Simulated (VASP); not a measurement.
Here is a VASP 6.6.1 calculation.

The input INCAR:

```
SYSTEM = S
PREC     = Accurate       ! precision mode
ENCUT    = 520            ! plane-wave cutoff, eV
EDIFF    = 1E-7           ! SCF threshold, eV
ISMEAR   = 0              ! smearing method
SIGMA    = 0.1            ! smearing width, eV
LREAL    = .FALSE.        ! projectors in reciprocal space
LASPH    = .TRUE.         ! aspherical terms in the spheres
NELM     = 100            ! most SCF steps
ALGO     = Normal         ! electronic algorithm
ISIF     = 2              ! what is computed and relaxed
LWAVE    = .FALSE.        ! write WAVECAR
LCHARG   = .FALSE.        ! write CHGCAR
GGA      = PE             ! functional
NBANDS   = 13             ! bands
```

The input KPOINTS:

```
regular mesh
0
G
  6 6 6
  0 0 0
```

POSCAR

```
S
1.0
    0.0000000000      3.7635402565      4.8980227298
    2.0622395541      0.0000000000      4.8980227298
    2.0622395541      3.7635402565      0.0000000000
S
2
Direct
    0.2206409621      0.7793590379      0.2206409621
    0.7793590379      0.2206409621      0.7793590379
```

Potentials or basis: VASP PAW PBE potentials, release 64 (S).

Run with:

```sh
$ cat potpaw_PBE.64/S/POTCAR > POTCAR
$ mpirun -np 1 vasp_std > vasp.out
```

Q: Estimate the pressure.

A: 0.0 GPa.

Q: Predict the band gap on the k mesh.

A: Zero (band 6 reaches 0.77 eV, above the bottom of band 7 at -1.18 eV).

Stress tensor (GPa, compression positive):
```
-0.07  0.00  0.00
 0.00  0.16  0.00
 0.00  0.00 -0.06
```
